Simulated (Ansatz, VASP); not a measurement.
ScSi2O3 in VASP and in Ansatz

File INCAR:

```
SYSTEM = ScSi2O3
PREC = Accurate
ENCUT = 520
EDIFF = 1E-6
ISMEAR = 0
SIGMA = 0.1
LREAL = .FALSE.
LASPH = .TRUE.
NELM = 100
ALGO = Normal
ISIF = 2
LWAVE = .FALSE.
LCHARG = .TRUE.
GGA = PE
LELF = .TRUE.
LVHAR = .TRUE.
NBANDS = 28
```

File KPOINTS:

```
regular mesh
0
G
  4 4 4
  0 0 0
```

File POSCAR:

```
ScSi2O3
1.0
    4.1576338600      0.0000000000      0.0000000000
    0.0000000000      4.1732405400      0.0000000000
    0.0000000000      0.0000000000      4.4372909100
Sc Si O
1 2 3
Direct
    0.5000000000      0.0000000000      0.0000000000
    0.5000000000      0.5000000000      0.0000000000
    0.5000000000      0.0000000000      0.5000000000
    0.8367701600      0.5000000000      0.0000000000
    0.1632298400      0.5000000000      0.0000000000
    0.0000000000      0.5000000000      0.5000000000
```

Input for Ansatz:

```yaml
crystal:
  lattice:
    - [4.15763386, 0.0, 0.0]
    - [0.0, 4.17324054, 0.0]
    - [0.0, 0.0, 4.43729091]
  atoms:
    - { symbol: Sc, position: [0.5, 0.0, 0.0] }
    - { symbol: Si, position: [0.5, 0.5, 0.0] }
    - { symbol: Si, position: [0.5, 0.0, 0.5] }
    - { symbol: O, position: [0.83677016, 0.5, 0.0] }
    - { symbol: O, position: [0.16322984, 0.5, 0.0] }
    - { symbol: O, position: [0.0, 0.5, 0.5] }
basis:
  ecutwfc: 420
kpoints:
  mp_grid: { grid: [4, 4, 4] }
hamiltonian:
  xc: pbe
scf:
  occupations: { method: gaussian, width: 0.1 }
  lower_state_search: "off"
output:
  forces: true
  stress: true
  eigenvalues: true
```

Alike in both runs: task single point; functional PBE; k mesh 4 × 4 × 4; occupations gaussian, width 0.1 eV; no spin polarisation.

|  | VASP | Ansatz |
| --- | --- | --- |
| version | VASP 6.6.1 | Ansatz 0.2.0 |
| potentials or method | VASP PAW PBE potentials, release 64 (Sc_sv, Si, O), cutoff 520 eV | scalar-relativistic, plane waves, PAW |
| valence electrons in the cell | 37 | 37 |

```csv
,VASP,Ansatz,Ansatz less VASP
gap on the k mesh at the Fermi level (eV),none,none,-
rms of the force components (eV/Å),3.295,3.319,+0.0241
```

Atom by atom the forces differ by 0.024 eV/Å (rms over components). A gap of «none» marks a metal or a gap that the smearing closes. With one functional, cell and mesh, what is left measures potentials, basis and numerics.

The k mesh is coarse, so the values compare programs but aren't converged.
